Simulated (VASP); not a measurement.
Wanted: the native input for a VASP 6.6.1 run.

```
Task                   : single point
Functional             : PBEsol
Potentials or basis    : VASP PAW PBE potentials, release 64 (Re)
Cutoff                 : 520 eV
k mesh                 : 18 × 18 × 18
Occupations            : gaussian, width 0.1 eV
Spin                   : no spin polarisation
Dipole correction      : no
Further INCAR settings : ALGO = Normal; EDIFF = 1e-07; NBANDS = 10
```

The structure of Re lies in POSCAR:

```
Re
1.0
    0.0000000000      1.9783318083      1.9783318083
    1.9783318083      0.0000000000      1.9783318083
    1.9783318083      1.9783318083      0.0000000000
Re
1
Direct
    0.0000000000      0.0000000000      0.0000000000
```

This isn't the form of Re at room conditions, which is hcp.

One way to write it, as run:

INCAR

```
ALGO = Normal
EDIFF = 1E-7
ENCUT = 520
GGA = PS
ISIF = 2
ISMEAR = 0
LASPH = True
LCHARG = True
LELF = True
LREAL = False
LVHAR = True
LWAVE = False
NBANDS = 10
NELM = 80
PREC = Accurate
SIGMA = 0.1
```

KPOINTS

```
k-points
0
Gamma
  18 18 18
```

Potentials or basis: VASP PAW PBE potentials, release 64 (Re).

Command:

```sh
$ cat potpaw_PBE.64/Re/POTCAR > POTCAR
$ mpirun -np 1 vasp_std > vasp.out
```

It gave:

* Pressure: -20.4 GPa
* Band gap on the k mesh: zero (an odd number of electrons rules out a gap without spin polarisation)

Caveat: the cell stands under tension; the PAW data sets were made with another functional, which shifts forces and pressure a little; spin-orbit coupling is left out, which moves the levels of the heavy elements.

Run time: 53 s on 1 thread of Intel Xeon 8259CL, on a shared host, peak memory 0.17 GiB.
